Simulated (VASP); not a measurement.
Here is a VASP 6.6.1 calculation.

Contents of INCAR:

```
PREC     = Accurate       # precision mode
ENCUT    = 600            # plane-wave cutoff, eV
EDIFF    = 1E-6           # SCF threshold, eV
ISMEAR   = -1             # smearing method
SIGMA    = 0.15           # smearing width, eV
LREAL    = False          # projectors in reciprocal space
LASPH    = True           # aspherical terms in the spheres
NELM     = 100            # most SCF steps
ALGO     = Normal         # electronic algorithm
ISIF     = 3              # what is computed and relaxed
LWAVE    = False          # write WAVECAR
LCHARG   = False          # write CHGCAR
GGA      = PE             # functional
IBRION   = 2              # ionic algorithm
NSW      = 80             # ionic steps
EDIFFG   = -0.001         # ionic threshold
```

KPOINTS

```
regular mesh
0
Gamma
  16 16 16
```

Contents of POSCAR:

```
HfN
1.0
    0.0000000000      2.2738965879      2.2738965879
    2.2738965879      0.0000000000      2.2738965879
    2.2738965879      2.2738965879      0.0000000000
Hf N
1 1
Direct
    0.0000000000      0.0000000000      0.0000000000
    0.5000000000      0.5000000000      0.5000000000
```

Potentials or basis: VASP PAW PBE potentials, release 64 (Hf_pv, N).

Command:

```bash
$ cat potpaw_PBE.64/Hf_pv/POTCAR potpaw_PBE.64/N/POTCAR > POTCAR
$ mpirun -np 1 vasp_std > vasp.out
```

Task: Predict the relaxed cell.

Result: a = 3.207 Å, b = 3.207 Å, c = 3.207 Å, α = 60.00°, β = 60.00°, γ = 60.00°.

Task: What does it give for the space group after relaxing (to 0.05 Å)?

Result: Fm-3m (No. 225).

Step by step:
```
step  energy change (eV)  largest force (eV/Å)  pressure (GPa)  volume (Å³)
   1              0.0000                0.0000           -2.28        23.51
   2              0.0034                0.0000            4.38        22.95
   3             -0.0015                0.0000            0.00        23.31
```
